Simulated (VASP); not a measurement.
Wanted: the native input for a VASP 6.6.1 run.

| Property | Result |
| --- | --- |
| Task | single point |
| Functional | LDA |
| Potentials or basis | VASP PAW LDA potentials, release 64 (I) |
| Cutoff | 520 eV |
| k mesh | 7 × 7 × 3 |
| Occupations | fermi-dirac, width 0.05 eV |
| Spin | no spin polarisation |
| Dipole correction | no |
| Further INCAR settings | ALGO = Normal; EDIFF = 1e-06; NBANDS = 22 |

The structure of I lies in POSCAR:

```
I
1.0
    3.6828698935     -2.4265370353      0.0000000000
    3.6828698935      2.4265370353      0.0000000000
    0.0000000000      0.0000000000      9.9223158317
I
4
Direct
    0.6493000000      0.3507000000      0.3844000000
    0.1493000000      0.8507000000      0.1156000000
    0.3507000000      0.6493000000      0.6156000000
    0.8507000000      0.1493000000      0.8844000000
```

This cell differs from its parent crystal: volume scaled by 1.04.

The input as run:

INCAR

```
  ALGO = Normal
  EDIFF = 1E-6
  ENCUT = 520
  ISIF = 2
  ISMEAR = -1
  LASPH = T
  LCHARG = F
  LREAL = F
  LWAVE = F
  NBANDS = 22
  NELM = 60
  PREC = Accurate
  SIGMA = 0.05
```

KPOINTS

```
k-points
0
Gamma
  7 7 3
```

Potentials or basis: VASP PAW LDA potentials, release 64 (I).

Run with:

```console
$ cat potpaw_LDA.64/I/POTCAR > POTCAR
$ mpirun -np 1 vasp_std > vasp.out
```

It gave:

```
Pressure               : -1.7 GPa
Largest force          : 0.411 eV/Å
Band gap on the k mesh : 1.15 eV, indirect (least direct gap 1.21 eV)
```

Caveat: spin-orbit coupling is left out, which moves the levels of the heavy elements.

It took 53 s on 1 thread of Intel(R) Xeon(R) 6975P-C (Granite Rapids), with other jobs on the host, peak memory 0.28 GiB.
